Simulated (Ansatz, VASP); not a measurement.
**Two plane-wave programs on Au**

```
CELL_PARAMETERS angstrom
2.76168 0.00000 0.00000
0.00000 2.76168 0.00000
0.00000 0.00000 2.72036
ATOMIC_POSITIONS crystal
Au 0.00000 0.00000 0.00000
```

Change from the starting cell: z stretched by -1 % at fixed volume, PAW files.

Alike in both runs: task electric field gradients; functional PBE; k mesh 12 × 12 × 12; occupations fermi-dirac, width 0.08 eV; no spin polarisation.

|  | VASP | Ansatz |
| --- | --- | --- |
| version | VASP 6.6.1 | Ansatz 0.2.0 |
| potentials or method | VASP PAW PBE potentials, release 64 (Au) | PAW with Ansatz's default frozen-core files, scalar-relativistic |
| plane-wave cutoff (eV) | 520 | 420 |
| valence electrons in the cell | 11 | 19 |

```csv
,VASP,Ansatz,Ansatz less VASP
pressure (GPa),-0.1,0.1,+0.16
"traceless stress, the component that is largest in VASP (GPa)",2.30,2.31,+0.017
size of Vzz on the site where it differs most (V/Å²),17.6,7.1,-10.53
```

VASP's potentials hold 11 valence electrons a cell and Ansatz's 19, so a difference there can come from the potentials and not from the codes.

Neither program's run includes spin-orbit coupling.
